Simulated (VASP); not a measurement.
# TaN (P6/mmm) in VASP: notebook

The runs below take TaN through single point, with PBE.

Everything below comes from runs of VASP 6.6.1. Logs are shortened: lines on timing, memory, paths and dates and some standing lists are left out, and cuts for length are marked.

### 1 The cell of the first run

It takes space group P6/mmm (No. 191, hexagonal). Conventional cell: a = 5.191 Å, b = 5.191 Å, c = 2.908 Å, α = 90.00°, β = 90.00°, γ = 120.00°. Within 3.4 Å of Ta (site symmetry 6/mmm) lie 6 N at 2.60 Å and 14 Ta at 2.91 to 3.33 Å. Within 2.8 Å of Ta (site symmetry -6m2) lie 6 N at 2.09 Å. Within 2.8 Å of N (site symmetry mmm) lie 6 Ta at 2.09 to 2.60 Å and 4 N at 2.60 Å.

### 2 Single point, PBE

INCAR

```
SYSTEM = TaN
ALGO = Normal
EDIFF = 1E-6
ENCUT = 520
GGA = PE
ISIF = 2
ISMEAR = 1
LASPH = .True.
LCHARG = .False.
LREAL = .False.
LWAVE = .False.
NBANDS = 33
NELM = 100
PREC = Accurate
SIGMA = 0.5
```

KPOINTS

```
k-points
0
Gamma
  5 5 8
  0 0 0
```

POSCAR

```
TaN
1.0
    5.1910000000      0.0000000000      0.0000000000
   -2.5955000000      4.4955380000      0.0000000000
    0.0000000000      0.0000000000      2.9080000000
Ta N
3 3
Direct
    0.0000000000      0.0000000000      0.0000000000
    0.3333333333      0.6666666667      0.5000000000
    0.6666666667      0.3333333333      0.5000000000
    0.5000000000      0.0000000000      0.0000000000
    0.5000000000      0.5000000000      0.0000000000
    0.0000000000      0.5000000000      0.0000000000
```

Potentials or basis: VASP PAW PBE potentials, release 64 (Ta_pv, N).

The run is started by

```
> cat potpaw_PBE.64/Ta_pv/POTCAR potpaw_PBE.64/N/POTCAR > POTCAR
> mpirun -np 1 vasp_std > vasp.out
```

OUTCAR:

```text
SYSTEM = TaN
   EDIFF = 1E-6
   ENCUT = 520
   GGA = PE
   ISIF = 2
   ISMEAR = 1
   LASPH = .True.
   LREAL = .False.
   NELM = 100
   PREC = Accurate

 ion  position               nearest neighbor table
   1  0.000  0.000  0.000-   4 2.60   4 2.60   6 2.60   6 2.60   5 2.60   5 2.60   3 3.33   3 3.33
                             2 3.33   2 3.33   2 3.33   3 3.33   2 3.33   3 3.33   2 3.33   3 3.33
   2  0.333  0.667  0.500-   6 2.09   6 2.09   5 2.09   5 2.09   4 2.09   4 2.09   3 3.00   3 3.00
                             3 3.00   1 3.33   1 3.33   1 3.33   1 3.33   1 3.33   1 3.33
   3  0.667  0.333  0.500-   6 2.09   6 2.09   5 2.09   5 2.09   4 2.09   4 2.09   2 3.00   2 3.00
                             2 3.00   1 3.33   1 3.33   1 3.33   1 3.33   1 3.33   1 3.33
   4  0.500  0.000  0.000-   2 2.09   3 2.09   2 2.09   3 2.09   1 2.60   1 2.60
   5  0.500  0.500  0.000-   2 2.09   3 2.09   2 2.09   3 2.09   1 2.60   1 2.60
   6  0.000  0.500  0.000-   2 2.09   3 2.09   2 2.09   3 2.09   1 2.60   1 2.60

  LATTYP: Found a hexagonal cell.
 ALAT       =     5.1910000000
 C/A-ratio  =     0.5602003468

  Lattice vectors:

 A1 = (   5.1910000000,   0.0000000000,   0.0000000000)
 A2 = (  -2.5955000000,   4.4955380000,   0.0000000000)
 A3 = (   0.0000000000,   0.0000000000,   2.9080000000)

Analysis of symmetry for initial positions (statically):
=====================================================================
 Subroutine PRICEL returns:
 Original cell was already a primitive cell.

 Routine SETGRP: Setting up the symmetry group for a
 hexagonal supercell.

 Subroutine GETGRP returns: Found 24 space group operations
 (whereof 24 operations were pure point group operations)
 out of a pool of 24 trial point group operations.

The static configuration has the point symmetry D_6h.

Analysis of symmetry for dynamics (positions and initial velocities):
=====================================================================
 Subroutine PRICEL returns:
 Original cell was already a primitive cell.

 Routine SETGRP: Setting up the symmetry group for a
 hexagonal supercell.

 Subroutine GETGRP returns: Found 24 space group operations
 (whereof 24 operations were pure point group operations)
 out of a pool of 24 trial point group operations.

The dynamic configuration has the point symmetry D_6h.

 Subroutine INISYM returns: Found 24 space group operations
 (whereof 24 operations are pure point group operations),
 and found     1 'primitive' translations

----------------------------------------------------------------------------------------

                                     Primitive cell

  volume of cell :      67.8621

  direct lattice vectors                    reciprocal lattice vectors
     5.191000000  0.000000000  0.000000000     0.192641110  0.111221393  0.000000000
    -2.595500000  4.495538000  0.000000000     0.000000000  0.222442787  0.000000000
     0.000000000  0.000000000  2.908000000     0.000000000  0.000000000  0.343878955

  length of vectors
     5.191000000  5.191000112  2.908000000     0.222442791  0.222442787  0.343878955

  position of ions in fractional coordinates (direct lattice)
     0.000000000  0.000000000  0.000000000
     0.333333333  0.666666667  0.500000000
     0.666666667  0.333333333  0.500000000
     0.500000000  0.000000000  0.000000000
     0.500000000  0.500000000  0.000000000
     0.000000000  0.500000000  0.000000000

  ion indices of the primitive-cell ions
   primitive index   ion index
                 1           1
                 2           2
                 3           3
                 4           4
                 5           5
                 6           6

----------------------------------------------------------------------------------------

 KPOINTS: k-points

Automatic generation of k-mesh.
 Grid dimensions read from file:
 generate k-points for:    5    5    8

 Generating k-lattice:

  Cartesian coordinates                     Fractional coordinates (reciprocal lattice)
     0.038528222  0.022244279  0.000000000     0.200000000  0.000000000  0.000000000
     0.000000000  0.044488557  0.000000000     0.000000000  0.200000000  0.000000000
     0.000000000  0.000000000  0.042984869     0.000000000  0.000000000  0.125000000

  Length of vectors
     0.044488558  0.044488557  0.042984869

  Shift w.r.t. Gamma in fractional coordinates (k-lattice)
     0.000000000  0.000000000  0.000000000

 Subroutine IBZKPT returns following result:
 ===========================================

 Found     25 irreducible k-points:

 Following reciprocal coordinates:
            Coordinates               Weight
  0.000000  0.000000  0.000000      1.000000
  0.200000  0.000000  0.000000      6.000000
  0.400000  0.000000  0.000000      6.000000
  0.200000  0.200000  0.000000      6.000000
  0.400000  0.200000  0.000000      6.000000
  0.000000  0.000000  0.125000      2.000000
[... 16 lines left out ...]
  0.400000  0.000000  0.500000      6.000000
  0.200000  0.200000  0.500000      6.000000
   k-points           NKPTS =     25   k-points in BZ     NKDIM =     25   number of bands    NBANDS=     33
   number of dos      NEDOS =    301   number of ions     NIONS =      6
   total plane-waves  NPLWV =  38400
   dimension x,y,z NGX =    40 NGY =   40 NGZ =   24
   dimension x,y,z NGXF=    80 NGYF=   80 NGZF=   48
   ions per type =               3   3
   NGX,Y,Z   is equivalent  to a cutoff of  12.81, 12.81, 13.72 a.u.
   NGXF,Y,Z  is equivalent  to a cutoff of  25.62, 25.62, 27.44 a.u.
 SYSTEM =  TaN
   PREC   = accura    normal or accurate (medium, high low for compatibility)
   ISTART =      0    job   : 0-new  1-cont  2-samecut
   ICHARG =      2    charge: 1-file 2-atom 10-const
   ISPIN  =      1    spin polarized calculation?
   LNONCOLLINEAR =      F non collinear calculations
   LSORBIT =      F    spin-orbit coupling
   LASPH  =      T    aspherical Exc in radial PAW
   ENCUT  =  520.0 eV  38.22 Ry    6.18 a.u.   9.65  9.65  5.41*2*pi/ulx,y,z
   NELM   =    100;   NELMIN=  2; NELMDL= -5     # of ELM steps
   EDIFF  = 0.1E-05   stopping-criterion for ELM
   LREAL  =      F    real-space projection
[... 7 lines left out ...]
   TEBEG  =    0.0;   TEEND  =   0.0 temperature during run
   PSTRESS=    0.0 pullay stress
   NELECT =      48.0000    total number of electrons
   NUPDOWN=      -1.0000    fix difference up-down
   EMIN   =  10.00;   EMAX   =-10.00  energy-range for DOS
   EFERMI =   0.00;   METHOD = LEGACY
   ISMEAR =     1;   SIGMA  =   0.50  broadening in eV -4-tet -1-fermi 0-gaus
   EFERMI_NEDOS =   21; number of points for ismear=-14 and -15
   IALGO  =     38    algorithm
   IMIX   =      4    mixing-type and parameters
     AMIX     =   0.40;   BMIX     =  1.00
     AMIX_MAG =   1.60;   BMIX_MAG =  1.00
  volume/ion in A,a.u.               =      11.31        76.33
  Fermi-wavevector in a.u.,A,eV,Ry     =   1.458634  2.756418 28.947918  2.127612
  Thomas-Fermi vector in A             =   2.575295
   LORBIT       =      0    0 simple, 1 ext, 2 COOP (PROOUT), +10 PAW based schemes
   GGA     = PE    functional components
   LHFCALC =     F    Hartree Fock is set to
   AEXX    =    0.0000 exact exchange contribution
   IVDW    =     0    specifies the selected vdW correction
   LEPSILON=     F    determine dielectric tensor
   LRPA    =     F    only Hartree local field effects (RPA)
 non-spin polarized calculation
 Methfessel and Paxton  Order N= 1 SIGMA  =   0.50
  energy-cutoff  :      520.00
  volume of cell :       67.86
 maximum number of plane-waves:      1858
 NGX is ok and might be reduce to    40
   NGX = 19   NGY = 19   NGZ = 11

 number of electron      47.9999998 magnetization

 Free energy of the ion-electron system (eV)
  ---------------------------------------------------
  ext. energy  EPLUGINS =         0.00000000
  ---------------------------------------------------
  free energy    TOTEN  =       -64.71773411 eV

  energy without entropy =      -64.78104868  energy(sigma->0) =      -64.73883897

 E-fermi :   8.2052     XC(G=0): -13.0440

 val. band max:        8.1933540752   @ k =   0.0000   0.0000   0.3750
 cond. band min:       8.2718281642   @ k =   0.2000   0.0000   0.2500
 fundamental gap:      0.0784740890
 Fermi energy:         8.2052364959

 k-point     1 :       0.0000    0.0000    0.0000
  band No.  band energies     occupation
      1     -28.0216      2.00000
      2     -28.0216      2.00000
      3     -27.6286      2.00000
      4     -27.6286      2.00000
      5     -27.4062      2.00000
      6     -27.2842      2.00000
[... 25 lines left out ...]
     32      11.4681     -0.00000
     33      11.4681     -0.00000

 k-point     2 :       0.2000    0.0000    0.0000
  band No.  band energies     occupation
      1     -28.0483      2.00000
      2     -28.0027      2.00000
      3     -27.6132      2.00000
      4     -27.5917      2.00000
      5     -27.3945      2.00000
      6     -27.3233      2.00000
[... 25 lines left out ...]
     32      11.6174     -0.00000
     33      11.8290     -0.00000

 k-point     3 :       0.4000    0.0000    0.0000
  band No.  band energies     occupation
      1     -28.0851      2.00000
      2     -27.9285      2.00000
      3     -27.6762      2.00000
      4     -27.5345      2.00000
      5     -27.3677      2.00000
      6     -27.3419      2.00000
[... 25 lines left out ...]
     32      11.8181     -0.00000
     33      11.9562     -0.00000

 k-point     4 :       0.2000    0.2000    0.0000
  band No.  band energies     occupation
      1     -28.0665      2.00000
      2     -27.9615      2.00000
      3     -27.6606      2.00000
      4     -27.5422      2.00000
      5     -27.3744      2.00000
      6     -27.3421      2.00000
[... 25 lines left out ...]
     32      11.6218     -0.00000
     33      11.8244     -0.00000

 k-point     5 :       0.4000    0.2000    0.0000
  band No.  band energies     occupation
      1     -28.0743      2.00000
      2     -27.8866      2.00000
      3     -27.7631      2.00000
      4     -27.5136      2.00000
      5     -27.3518      2.00000
      6     -27.3276      2.00000
[... 604 lines left out ...]
 k-point    22 :       0.2000    0.0000    0.5000
  band No.  band energies     occupation
      1     -28.3208      2.00000
      2     -28.1269      2.00000
      3     -27.8710      2.00000
      4     -27.8329      2.00000
      5     -27.4842      2.00000
      6     -27.4333      2.00000
[... 25 lines left out ...]
     32      12.4438     -0.00000
     33      12.8246     -0.00000

 k-point    23 :       0.4000    0.0000    0.5000
  band No.  band energies     occupation
      1     -28.2876      2.00000
      2     -28.1722      2.00000
      3     -27.8855      2.00000
      4     -27.7799      2.00000
      5     -27.5471      2.00000
      6     -27.4179      2.00000
[... 25 lines left out ...]
     32      12.3635     -0.00000
     33      13.7247     -0.00000

 k-point    24 :       0.2000    0.2000    0.5000
  band No.  band energies     occupation
      1     -28.2948      2.00000
      2     -28.1629      2.00000
      3     -27.8932      2.00000
      4     -27.7746      2.00000
      5     -27.5445      2.00000
      6     -27.4166      2.00000
[... 25 lines left out ...]
     32      12.1415     -0.00000
     33      13.5506     -0.00000

 [... further k-points ...]
[... 5 lines left out ...]
  --------------------------------------------------------------------------------------
  -------------------------------------------------------------------------------------
  Total        4.2966352      4.2966355      4.4707864      0.0000000     -0.0000000      0.0000000
  in kB      101.4406359    101.4406418    105.5522262      0.0000000     -0.0000000      0.0000000
  external PRESSURE =     102.8111680 kB  Pullay stress =       0.0000000 kB

 VOLUME and BASIS-vectors are now :
 -----------------------------------------------------------------------------
  energy-cutoff  :      520.00
  volume of cell :       67.86
      direct lattice vectors                 reciprocal lattice vectors
     5.191000000  0.000000000  0.000000000     0.192641110  0.111221393  0.000000000
    -2.595500000  4.495538000  0.000000000     0.000000000  0.222442787  0.000000000
     0.000000000  0.000000000  2.908000000     0.000000000  0.000000000  0.343878955

 POSITION                                       TOTAL-FORCE (eV/Angst)
 -----------------------------------------------------------------------------------
      0.00000      0.00000      0.00000         0.000000      0.000000      0.000000
     -0.00000      2.99703      1.45400         0.000000     -0.000000      0.000000
      2.59550      1.49851      1.45400        -0.000000      0.000000     -0.000000
      2.59550      0.00000      0.00000         0.000000      0.000000      0.000000
      1.29775      2.24777      0.00000         0.000000      0.000000      0.000000
     -1.29775      2.24777      0.00000         0.000000      0.000000      0.000000
 -----------------------------------------------------------------------------------
    total drift:                               -0.000000      0.000000     -0.000000

  FREE ENERGIE OF THE ION-ELECTRON SYSTEM (eV)
  ---------------------------------------------------
  free  energy   TOTEN  =       -64.7177341136 eV

  energy  without entropy=      -64.7810486820  energy(sigma->0) =      -64.73883897
```

Run time: 77 s. Hardware: 1 thread of Intel Xeon 8259CL, shared host; peak memory 0.21 GiB.

What came out:

| Property | Result |
| --- | --- |
| Free energy | -64.7177 eV |
| Pressure | 10.3 GPa |
| Band gap on the k mesh | zero (band 24 reaches 9.09 eV, above the bottom of band 25 at 6.96 eV) |

Caveat: spin-orbit coupling is left out, which moves the levels of the heavy elements.

### 3 Single point, PBE

INCAR

```
  PREC = Accurate
  ENCUT = 520
  EDIFF = 1E-6
  ISMEAR = 1
  SIGMA = 0.3
  LREAL = False
  LASPH = True
  NELM = 100
  ALGO = Normal
  ISIF = 2
  LWAVE = False
  LCHARG = False
  GGA = PE
  NBANDS = 33
```

KPOINTS

```
regular mesh
0
Gamma
  5 5 8
```

POSCAR is that of step 2.

Potentials or basis: VASP PAW PBE potentials, release 64 (Ta_pv, N).

The run is started by

```
> cat potpaw_PBE.64/Ta_pv/POTCAR potpaw_PBE.64/N/POTCAR > POTCAR
> mpirun -np 1 vasp_std > vasp.out
```

Run time: 1.7 min. Hardware: 1 thread of Intel Xeon 8259CL, shared host; peak memory 0.21 GiB.

It converged, with:

```yaml
Free_energy: -64.7324 eV
Pressure: 10.4 GPa
Band_gap_on_the_k_mesh: zero (band 24 reaches 9.10 eV, above the bottom of band 25 at 6.96 eV)
```

Stress tensor (GPa, compression positive):
```
10.19  0.00  0.00
 0.00 10.19  0.00
 0.00  0.00 10.91
```

Levels at points of the mesh, in eV from the Fermi level:
```tsv
k point	band 22	band 23	band 24	band 25	band 26	band 27
(0.00, 0.00, 0.00)	-2.54	-2.10	-1.27	-1.27	0.80	0.80
(0.00, 0.00, 0.50)	-3.15	-1.97	0.87	0.87	1.43	1.77
```

Caveat: spin-orbit coupling is left out, which moves the levels of the heavy elements.

### 4 Single point, PBE

INCAR

```
SYSTEM = TaN
PREC = Accurate
ENCUT = 520
EDIFF = 1E-6
ISMEAR = 1
SIGMA = 0.2
LREAL = .FALSE.
LASPH = .TRUE.
NELM = 60
ALGO = Normal
ISIF = 2
LWAVE = .FALSE.
LCHARG = .FALSE.
GGA = PE
NBANDS = 33
```

KPOINTS

```
Automatic mesh
0
G
  5 5 8
  0 0 0
```

POSCAR is that of step 3.

The run is started by

```
> cat potpaw_PBE.64/Ta_pv/POTCAR potpaw_PBE.64/N/POTCAR > POTCAR
> mpirun -np 1 vasp_std > vasp.out
```

Wall time 98 s (1 thread of Intel Xeon 8259CL, shared host); peak memory 0.21 GiB.

Results (log left out):

| Quantity | Value |
| --- | --- |
| Free energy | -64.7335 eV |
| Pressure | 10.5 GPa |
| Band gap on the k mesh | zero (band 24 reaches 9.09 eV, above the bottom of band 25 at 6.96 eV) |

Stress tensor (GPa, compression positive):
```
10.10  0.00  0.00
 0.00 10.10  0.00
 0.00  0.00 11.18
```

Levels at points of the mesh, in eV from the Fermi level:
```
           k point  band 22  band 23  band 24  band 25  band 26  band 27
(0.00, 0.00, 0.00)    -2.54    -2.10    -1.26    -1.26     0.80     0.80
(0.00, 0.00, 0.50)    -3.14    -1.96     0.87     0.87     1.44     1.77
```

Caveat: spin-orbit coupling is left out, which moves the levels of the heavy elements.

### 5 Single point, PBE

INCAR

```
SYSTEM = TaN
  PREC = Accurate
  ENCUT = 520
  EDIFF = 1E-7
  ISMEAR = 1
  SIGMA = 0.1
  LREAL = .False.
  LASPH = .True.
  NELM = 60
  ALGO = Normal
  ISIF = 2
  LWAVE = .False.
  LCHARG = .True.
  GGA = PE
  LELF = .True.
  LVHAR = .True.
  NBANDS = 33
```

KPOINTS

```
Automatic mesh
0
Gamma
  5 5 8
  0 0 0
```

POSCAR is that of step 4.

The run is started by

```
> cat potpaw_PBE.64/Ta_pv/POTCAR potpaw_PBE.64/N/POTCAR > POTCAR
> mpirun -np 1 vasp_std > vasp.out
```

It took 1.8 min on 1 thread of Intel Xeon 8259CL, shared host; peak memory 0.21 GiB.

It converged, with:

```
Free energy            : -64.7323 eV
Pressure               : 10.5 GPa
Band gap on the k mesh : zero (band 24 reaches 9.08 eV, above the bottom of band 25 at 6.96 eV)
```

Stress tensor (GPa, compression positive):
```
 9.95  0.00  0.00
 0.00  9.95  0.00
 0.00  0.00 11.57
```

Levels at points of the mesh, in eV from the Fermi level:
```csv
k point,band 22,band 23,band 24,band 25,band 26,band 27
"(0.00, 0.00, 0.00)",-2.53,-2.09,-1.26,-1.26,0.81,0.81
"(0.00, 0.00, 0.50)",-3.13,-1.95,0.87,0.87,1.45,1.77
```

Caveat: spin-orbit coupling is left out, which moves the levels of the heavy elements.

### 6 The runs side by side

```csv
smearing,gap on the mesh (eV),pressure (GPa)
methfessel-paxton 0.5 eV,none,10.3
methfessel-paxton 0.3 eV,none,10.4
methfessel-paxton 0.2 eV,none,10.5
methfessel-paxton 0.1 eV,none,10.5
```

Alike in all rows: task single point; level PBE; potentials or basis VASP PAW PBE potentials, release 64 (Ta_pv, N); no spin polarisation; cell as given; k mesh 5 × 5 × 8; cutoff (eV) 520.

Every run on the cell as given and a fine mesh finds a metal.

Caveats: spin-orbit coupling is left out, which moves the levels of the heavy elements.

Total energies depend on the potentials used, so only differences within one code and one set of settings carry meaning.
